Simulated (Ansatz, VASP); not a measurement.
**HfF5: VASP beside Ansatz**

INCAR

```
SYSTEM = HfF5
  PREC = Accurate
  ENCUT = 520
  EDIFF = 1E-6
  ISMEAR = 0
  SIGMA = 0.1
  LREAL = .FALSE.
  LASPH = .TRUE.
  NELM = 60
  ALGO = Normal
  ISIF = 2
  LWAVE = .FALSE.
  LCHARG = .TRUE.
  GGA = PE
  LELF = .TRUE.
  LVHAR = .TRUE.
  NBANDS = 32
```

File KPOINTS:

```
Automatic mesh
0
G
  6 6 4
  0 0 0
```

Contents of POSCAR:

```
HfF5
1.0
    4.2879660300      0.0000000000      0.0000000000
   -2.1439830200      3.7134875100      0.0000000000
    0.0000000000      0.0000000000      4.6030939000
Hf F
1 5
Direct
    0.0000000000      0.0000000000      0.5000000000
    0.0000000000      0.3317663100      0.0000000000
    0.6682336900      0.6682336900      0.0000000000
    0.3317663100      0.0000000000      0.0000000000
    0.6666666700      0.3333333300      0.5000000000
    0.3333333300      0.6666666700      0.5000000000
```

Input for Ansatz:

```yaml
crystal:
  lattice:
    - [4.28796603, 0.0, 0.0]
    - [-2.14398302, 3.71348751, 0.0]
    - [0.0, 0.0, 4.6030939]
  atoms:
    - { symbol: Hf, position: [0.0, 0.0, 0.5] }
    - { symbol: F, position: [0.0, 0.33176631, 0.0] }
    - { symbol: F, position: [0.66823369, 0.66823369, 0.0] }
    - { symbol: F, position: [0.33176631, 0.0, 0.0] }
    - { symbol: F, position: [0.66666667, 0.33333333, 0.5] }
    - { symbol: F, position: [0.33333333, 0.66666667, 0.5] }
basis:
  ecutwfc: 420
kpoints:
  mp_grid: { grid: [6, 6, 4] }
hamiltonian:
  xc: pbe
scf:
  occupations: { method: gaussian, width: 0.1 }
  lower_state_search: "off"
output:
  forces: true
  stress: true
  eigenvalues: true
```

Change from the starting cell: species swapped into the MgCd5 type (P-62m, No. 189).

Alike in both runs: task single point; functional PBE; k mesh 6 × 6 × 4; occupations gaussian, width 0.1 eV; no spin polarisation.

```csv
,VASP,Ansatz
version,VASP 6.6.1,Ansatz 0.2.0
potentials or method,"VASP PAW PBE potentials, release 64 (Hf_pv, F), cutoff 520 eV","scalar-relativistic, plane waves, PAW"
valence electrons in the cell,45,61
```

```tsv
	VASP	Ansatz	Ansatz less VASP
gap on the k mesh at the Fermi level (eV)	none	none	-
pressure (GPa)	-26.2	-25.1	+1.13
traceless stress, the component that is largest in VASP (GPa)	-6.67	-6.93	-0.259
rms of the force components (eV/Å)	0.563	0.558	-0.0050
```

Atom by atom the forces differ by 0.005 eV/Å (rms over components). A gap of «none» marks a metal or a gap that the smearing closes. VASP's potentials hold 45 valence electrons a cell and Ansatz's 61, so a difference there can come from the potentials and not from the codes.

Spin-orbit coupling is off throughout.
